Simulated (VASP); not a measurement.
Here is a VASP 6.6.1 calculation.

Contents of INCAR:

```
PREC = Accurate
ENCUT = 520
EDIFF = 1E-6
ISMEAR = 0
SIGMA = 0.1
LREAL = F
LASPH = T
NELM = 60
ALGO = Normal
ISIF = 2
LWAVE = F
LCHARG = F
GGA = PE
NBANDS = 22
```

KPOINTS

```
Automatic mesh
0
Gamma
  10 10 4
```

POSCAR

```
LiSe4
1.0
    2.7090449786     -2.7093441330      0.0000000000
    2.7090449786      2.7093441330      0.0000000000
    0.0000000000      0.0000000000      8.8340957073
Li Se
1 4
Direct
    0.5000000000      0.5000000000      0.5000000000
    0.5000000000      0.0000000000      0.2630935645
    0.5000000000      0.0000000000      0.7369064355
    0.0000000000      0.5000000000      0.2630935645
    0.0000000000      0.5000000000      0.7369064355
```

Potentials or basis: VASP PAW PBE potentials, release 64 (Li_sv, Se).

The run is started by

```bash
$ cat potpaw_PBE.64/Li_sv/POTCAR potpaw_PBE.64/Se/POTCAR > POTCAR
$ mpirun -np 1 vasp_std > vasp.out
```

**Question.** Estimate the band gap on the k mesh.

**Answer.** Zero (an odd number of electrons rules out a gap without spin polarisation).

Forces on the atoms (eV/Å):
```
Li   0.000  0.000  0.000
Se   0.000  0.000 -0.003
Se   0.000  0.000  0.003
Se   0.000  0.000 -0.003
Se   0.000  0.000  0.003
```

Caveat: an odd number of electrons without spin polarisation forces a metal; a magnetic or distorted state may lie lower.
